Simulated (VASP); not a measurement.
# Cd (P6_3/mmc) in VASP: notebook

Runs on Cd. Level: LDA. Tasks: single point.

Program: VASP 6.6.1. These are calculated values, not measurements. Logs are shortened: lines on timing, memory, paths and dates and some standing lists are left out, and cuts for length are marked.

## 1. The cell of the first run

Symmetry: P6_3/mmc, No. 194, hexagonal system. The conventional cell has a = 2.993 Å, b = 2.993 Å, c = 5.855 Å, α = 90.00°, β = 90.00°, γ = 120.00°. Within 3.9 Å of Cd (site symmetry -6m2) lie 12 Cd at 2.99 to 3.40 Å.

## 2. Single point, LDA (22.71 Å³/atom)

INCAR

```
SYSTEM = Cd
PREC = Accurate
ENCUT = 630
EDIFF = 1E-6
ISMEAR = -1
SIGMA = 0.1
LREAL = .FALSE.
LASPH = .TRUE.
NELM = 120
ALGO = Normal
ISIF = 2
LWAVE = .FALSE.
LCHARG = .FALSE.
GGA = CA
NBANDS = 27
GGA_COMPAT = .FALSE.
```

KPOINTS

```
regular mesh
0
G
  21 21 9
  0 0 0
```

POSCAR

```
Cd
1.0
    2.9928125447      0.0000000000      0.0000000000
   -1.4964062723      2.5918516925      0.0000000000
    0.0000000000      0.0000000000      5.8554413720
Cd
2
Direct
    0.3333333333      0.6666666667      0.2500000000
    0.6666666667      0.3333333333      0.7500000000
```

Potentials or basis: VASP PAW LDA potentials, release 64 (Cd_sv_GW).

Run with:

```console
cat potpaw_LDA.64/Cd_sv_GW/POTCAR > POTCAR
mpirun -np 1 vasp_std > vasp.out
```

OUTCAR:

```text
SYSTEM = Cd
   PREC = Accurate
   ENCUT = 630
   EDIFF = 1E-6
   ISMEAR = -1
   LREAL = .FALSE.
   LASPH = .TRUE.
   NELM = 120
   ISIF = 2
   GGA = CA

 ion  position               nearest neighbor table
   1  0.333  0.667  0.250-
   2  0.667  0.333  0.750-

  LATTYP: Found a hexagonal cell.
 ALAT       =     2.9928125447
 C/A-ratio  =     1.9565012123

  Lattice vectors:

 A1 = (   2.9928125447,   0.0000000000,   0.0000000000)
 A2 = (  -1.4964062723,   2.5918516925,   0.0000000000)
 A3 = (   0.0000000000,   0.0000000000,   5.8554413720)

Analysis of symmetry for initial positions (statically):
=====================================================================
 Subroutine PRICEL returns:
 Original cell was already a primitive cell.

 Routine SETGRP: Setting up the symmetry group for a
 hexagonal supercell.

 Subroutine GETGRP returns: Found 24 space group operations
 (whereof 12 operations were pure point group operations)
 out of a pool of 24 trial point group operations.

The static configuration has the point symmetry D_3d.
 The point group associated with its full space group is D_6h.

Analysis of symmetry for dynamics (positions and initial velocities):
=====================================================================
 Subroutine PRICEL returns:
 Original cell was already a primitive cell.

 Routine SETGRP: Setting up the symmetry group for a
 hexagonal supercell.

 Subroutine GETGRP returns: Found 24 space group operations
 (whereof 12 operations were pure point group operations)
 out of a pool of 24 trial point group operations.

The dynamic configuration has the point symmetry D_3d.
 The point group associated with its full space group is D_6h.

 Subroutine INISYM returns: Found 24 space group operations
 (whereof 12 operations are pure point group operations),
 and found     1 'primitive' translations

----------------------------------------------------------------------------------------

                                     Primitive cell

  volume of cell :      45.4202

  direct lattice vectors                    reciprocal lattice vectors
     2.992812545  0.000000000  0.000000000     0.334133857  0.192912273  0.000000000
    -1.496406272  2.591851693  0.000000000     0.000000000  0.385824545  0.000000000
     0.000000000  0.000000000  5.855441372     0.000000000  0.000000000  0.170781319

  length of vectors
     2.992812545  2.992812545  5.855441372     0.385824545  0.385824545  0.170781319

  position of ions in fractional coordinates (direct lattice)
     0.333333333  0.666666667  0.250000000
     0.666666667  0.333333333  0.750000000

  ion indices of the primitive-cell ions
   primitive index   ion index
                 1           1
                 2           2

----------------------------------------------------------------------------------------

 KPOINTS: regular mesh

Automatic generation of k-mesh.
 Grid dimensions read from file:
 generate k-points for:   21   21    9

 Generating k-lattice:

  Cartesian coordinates                     Fractional coordinates (reciprocal lattice)
     0.015911136  0.009186299  0.000000000     0.047619048 -0.000000000  0.000000000
     0.000000000  0.018372597  0.000000000     0.000000000  0.047619048  0.000000000
     0.000000000  0.000000000  0.018975702     0.000000000  0.000000000  0.111111111

  Length of vectors
     0.018372597  0.018372597  0.018975702

  Shift w.r.t. Gamma in fractional coordinates (k-lattice)
     0.000000000  0.000000000  0.000000000

 Subroutine IBZKPT returns following result:
 ===========================================

 Found    240 irreducible k-points:

 Following reciprocal coordinates:
            Coordinates               Weight
  0.000000  0.000000  0.000000      1.000000
  0.047619  0.000000  0.000000      6.000000
  0.095238 -0.000000  0.000000      6.000000
  0.142857 -0.000000  0.000000      6.000000
  0.190476 -0.000000  0.000000      6.000000
  0.238095 -0.000000  0.000000      6.000000
[... 16 lines left out ...]
  0.142857  0.095238  0.000000     12.000000
  0.190476  0.095238  0.000000     12.000000
 [... further k-points ...]
   k-points           NKPTS =    240   k-points in BZ     NKDIM =    240   number of bands    NBANDS=     27
   number of dos      NEDOS =    301   number of ions     NIONS =      2
   total plane-waves  NPLWV =  37632
   dimension x,y,z NGX =    28 NGY =   28 NGZ =   48
   dimension x,y,z NGXF=    56 NGYF=   56 NGZF=   96
   ions per type =               2
   NGX,Y,Z   is equivalent  to a cutoff of  15.55, 15.55, 13.63 a.u.
   NGXF,Y,Z  is equivalent  to a cutoff of  31.11, 31.11, 27.26 a.u.
 SYSTEM =  Cd
   PREC   = accura    normal or accurate (medium, high low for compatibility)
   ISTART =      0    job   : 0-new  1-cont  2-samecut
   ICHARG =      2    charge: 1-file 2-atom 10-const
   ISPIN  =      1    spin polarized calculation?
   LNONCOLLINEAR =      F non collinear calculations
   LSORBIT =      F    spin-orbit coupling
   LASPH  =      T    aspherical Exc in radial PAW
   ENCUT  =  630.0 eV  46.30 Ry    6.80 a.u.   6.13  6.13 11.98*2*pi/ulx,y,z
   NELM   =    120;   NELMIN=  2; NELMDL= -5     # of ELM steps
   EDIFF  = 0.1E-05   stopping-criterion for ELM
   LREAL  =      F    real-space projection
   EDIFFG = 0.1E-04   stopping-criterion for IOM
   NSW    =      0    number of steps for IOM
   IBRION =     -1    ionic relax: 0-MD 1-quasi-New 2-CG
   NFREE  =      0    steps in history (QN), initial steepest desc. (CG)
   ISIF   =      2    stress and relaxation
   ISYM   =      2    0-nonsym 1-usesym 2-fastsym
   POTIM  = 0.5000    time-step for ionic-motion
   TEBEG  =    0.0;   TEEND  =   0.0 temperature during run
   PSTRESS=    0.0 pullay stress
   NELECT =      40.0000    total number of electrons
   NUPDOWN=      -1.0000    fix difference up-down
   EMIN   =  10.00;   EMAX   =-10.00  energy-range for DOS
   EFERMI =   0.00;   METHOD = LEGACY
   ISMEAR =    -1;   SIGMA  =   0.10  broadening in eV -4-tet -1-fermi 0-gaus
   EFERMI_NEDOS =   21; number of points for ismear=-14 and -15
   IALGO  =     38    algorithm
   IMIX   =      4    mixing-type and parameters
     AMIX     =   0.40;   BMIX     =  1.00
     AMIX_MAG =   1.60;   BMIX_MAG =  1.00
  volume/ion in A,a.u.               =      22.71       153.26
  Fermi-wavevector in a.u.,A,eV,Ry     =   1.569200  2.965359 33.502846  2.462390
  Thomas-Fermi vector in A             =   2.671118
   LORBIT       =      0    0 simple, 1 ext, 2 COOP (PROOUT), +10 PAW based schemes
   GGA     = CA    functional components
   LHFCALC =     F    Hartree Fock is set to
   AEXX    =    0.0000 exact exchange contribution
   IVDW    =     0    specifies the selected vdW correction
   LEPSILON=     F    determine dielectric tensor
   LRPA    =     F    only Hartree local field effects (RPA)
 non-spin polarized calculation
  energy-cutoff  :      630.00
  volume of cell :       45.42
 maximum number of plane-waves:      1656
 NGX is ok and might be reduce to    28
   NGX = 13   NGY = 13   NGZ = 23

 number of electron      40.0000003 magnetization

 Free energy of the ion-electron system (eV)
  ---------------------------------------------------
  ext. energy  EPLUGINS =         0.00000000
  ---------------------------------------------------
  free energy    TOTEN  =        -2.97516012 eV

  energy without entropy =       -2.95738538  energy(sigma->0) =       -2.96627275

 E-fermi :   5.5991     XC(G=0): -11.3816

 val. band max:        5.5338874916   @ k =   0.3333   0.1905   0.2222
 cond. band min:       5.6277602313   @ k =   0.2381   0.0476   0.1111
 fundamental gap:      0.0938727397
 Fermi energy:         5.5990860472

 k-point     1 :       0.0000    0.0000    0.0000
  band No.  band energies     occupation
      1     -96.7339      2.00000
      2     -96.7332      2.00000
      3     -58.1097      2.00000
      4     -58.0968      2.00000
      5     -58.0739      2.00000
      6     -58.0739      2.00000
[... 19 lines left out ...]
     26      20.2964      0.00000
     27      20.5902      0.00000

 k-point     2 :       0.0476    0.0000    0.0000
  band No.  band energies     occupation
      1     -96.7338      2.00000
      2     -96.7331      2.00000
      3     -58.1095      2.00000
      4     -58.0967      2.00000
      5     -58.0750      2.00000
      6     -58.0742      2.00000
[... 19 lines left out ...]
     26      19.7938      0.00000
     27      20.8965      0.00000

 k-point     3 :       0.0952   -0.0000    0.0000
  band No.  band energies     occupation
      1     -96.7335      2.00000
      2     -96.7329      2.00000
      3     -58.1089      2.00000
      4     -58.0966      2.00000
      5     -58.0783      2.00000
      6     -58.0770      2.00000
[... 19 lines left out ...]
     26      19.3889      0.00000
     27      21.0058      0.00000

 k-point     4 :       0.1429   -0.0000    0.0000
  band No.  band energies     occupation
      1     -96.7331      2.00000
      2     -96.7325      2.00000
      3     -58.1081      2.00000
      4     -58.0964      2.00000
      5     -58.0834      2.00000
      6     -58.0821      2.00000
[... 19 lines left out ...]
     26      19.1933      0.00000
     27      20.1971      0.00000

 k-point     5 :       0.1905   -0.0000    0.0000
  band No.  band energies     occupation
      1     -96.7326      2.00000
      2     -96.7320      2.00000
      3     -58.1070      2.00000
      4     -58.0962      2.00000
      5     -58.0899      2.00000
      6     -58.0887      2.00000
[... 19 lines left out ...]
     26      18.6640      0.00000
     27      19.0268      0.00000

 k-point     6 :       0.2381   -0.0000    0.0000
  band No.  band energies     occupation
      1     -96.7320      2.00000
      2     -96.7315      2.00000
      3     -58.1057      2.00000
      4     -58.0972      2.00000
      5     -58.0960      2.00000
      6     -58.0959      2.00000
[... 444 lines left out ...]
      1     -96.7297      2.00000
      2     -96.7295      2.00000
      3     -58.1238      2.00000
      4     -58.1226      2.00000
      5     -58.0999      2.00000
      6     -58.0958      2.00000
[... 19 lines left out ...]
     26      17.3541      0.00000
     27      18.4287      0.00000

 k-point    22 :       0.0952    0.0952    0.0000
  band No.  band energies     occupation
      1     -96.7329      2.00000
      2     -96.7323      2.00000
      3     -58.1076      2.00000
      4     -58.0963      2.00000
      5     -58.0859      2.00000
      6     -58.0849      2.00000
[... 19 lines left out ...]
     26      19.7239      0.00000
     27      20.1778      0.00000

 k-point    23 :       0.1429    0.0952    0.0000
  band No.  band energies     occupation
      1     -96.7324      2.00000
      2     -96.7318      2.00000
      3     -58.1065      2.00000
      4     -58.0960      2.00000
      5     -58.0917      2.00000
      6     -58.0909      2.00000
[... 19 lines left out ...]
     26      18.7525      0.00000
     27      19.0547      0.00000

 k-point    24 :       0.1905    0.0952    0.0000
  band No.  band energies     occupation
      1     -96.7318      2.00000
      2     -96.7313      2.00000
      3     -58.1053      2.00000
      4     -58.0983      2.00000
      5     -58.0975      2.00000
      6     -58.0958      2.00000
[... 19 lines left out ...]
     26      17.7361      0.00000
     27      18.3555      0.00000

 [... further k-points ...]

------------------------ aborting loop because EDIFF is reached ----------------------------------------

  FORCE on cell =-STRESS in cart. coord.  units (eV):
  Direction    XX          YY          ZZ          XY          YZ          ZX
  --------------------------------------------------------------------------------------
  -------------------------------------------------------------------------------------
  Total       -1.8828714     -1.8828714     -1.3731435     -0.0000000      0.0000000      0.0000000
  in kB      -66.4174106    -66.4174106    -48.4369980     -0.0000000      0.0000000      0.0000000
  external PRESSURE =     -60.4239397 kB  Pullay stress =       0.0000000 kB

 VOLUME and BASIS-vectors are now :
 -----------------------------------------------------------------------------
  energy-cutoff  :      630.00
  volume of cell :       45.42
      direct lattice vectors                 reciprocal lattice vectors
     2.992812545  0.000000000  0.000000000     0.334133857  0.192912273  0.000000000
    -1.496406272  2.591851693  0.000000000     0.000000000  0.385824545  0.000000000
     0.000000000  0.000000000  5.855441372     0.000000000  0.000000000  0.170781319

 POSITION                                       TOTAL-FORCE (eV/Angst)
 -----------------------------------------------------------------------------------
     -0.00000      1.72790      1.46386         0.000000     -0.000000     -0.000000
      1.49641      0.86395      4.39158        -0.000000      0.000000      0.000000
 -----------------------------------------------------------------------------------
    total drift:                               -0.000000      0.000000      0.000000

  FREE ENERGIE OF THE ION-ELECTRON SYSTEM (eV)
  ---------------------------------------------------
  free  energy   TOTEN  =        -2.9751601205 eV

  energy  without entropy=       -2.9573853789  energy(sigma->0) =       -2.96627275
```

Run time: 4.2 min. Hardware: 1 thread of Intel Xeon Platinum 8488C (Sapphire Rapids), shared host; peak memory 0.45 GiB.

Results:

```yaml
Free_energy: -2.9752 eV
Pressure: -6.0 GPa
Band_gap_on_the_k_mesh: zero (bands 20 and 21 overlap by 4.36 eV)
```

Levels at points of the mesh, in eV from the Fermi level:
| k point | band 16 | band 17 | band 18 | band 19 | band 20 | band 21 | band 22 | band 23 | band 24 | band 25 |
| --- | --- | --- | --- | --- | --- | --- | --- | --- | --- | --- |
| (0.00, 0.00, 0.00) | -8.51 | -8.49 | -8.33 | -8.33 | -3.43 | -2.87 | 9.17 | 13.62 | 13.97 | 14.70 |

Caveat: the cell stands under tension.

## 3. Single point, LDA

This run uses another cell than the first one, of 20.28 Å³/atom.

INCAR

```
SYSTEM = Cd
  ALGO = Normal
  EDIFF = 1E-6
  ENCUT = 630
  GGA_COMPAT = .False.
  ISIF = 2
  ISMEAR = 1
  LASPH = .True.
  LCHARG = .False.
  LREAL = .False.
  LWAVE = .False.
  NBANDS = 27
  NELM = 120
  PREC = Accurate
  SIGMA = 0.2
```

KPOINTS

```
k-points
0
Gamma
  13 13 6
  0 0 0
```

POSCAR

```
Cd
1.0
    2.8818641727      0.0000000000      0.0000000000
   -1.4409320863      2.4957675838      0.0000000000
    0.0000000000      0.0000000000      5.6383707528
Cd
2
Direct
    0.3333333333      0.6666666667      0.2500000000
    0.6666666667      0.3333333333      0.7500000000
```

Potentials or basis: VASP PAW LDA potentials, release 64 (Cd_sv_GW).

Run with:

```console
cat potpaw_LDA.64/Cd_sv_GW/POTCAR > POTCAR
mpirun -np 1 vasp_std > vasp.out
```

Wall time 85 s (1 thread of Intel Xeon Platinum 8259CL at 2.50GHz (Skylake/Cascade Lake), shared host); peak memory 0.24 GiB.

The run converged. Its results:

- Free energy: -3.0650 eV
- Pressure: 0.0 GPa
- Band gap on the k mesh: zero (bands 20 and 21 overlap by 4.68 eV)

Stress tensor (GPa, compression positive):
```
 1.23  0.00  0.00
 0.00  1.23  0.00
 0.00  0.00 -2.47
```

Levels at points of the mesh, in eV from the Fermi level:
```tsv
k point	band 17	band 18	band 19	band 20	band 21	band 22	band 23	band 24
(0.00, 0.00, 0.00)	-8.57	-8.33	-8.33	-3.31	-3.27	9.82	14.37	14.82
(0.00, 0.00, 0.50)	-8.44	-8.44	-7.63	-7.63	3.41	3.41	14.64	14.64
```

The gap in the log of VASP goes by the Fermi energy; the results here count the filled bands.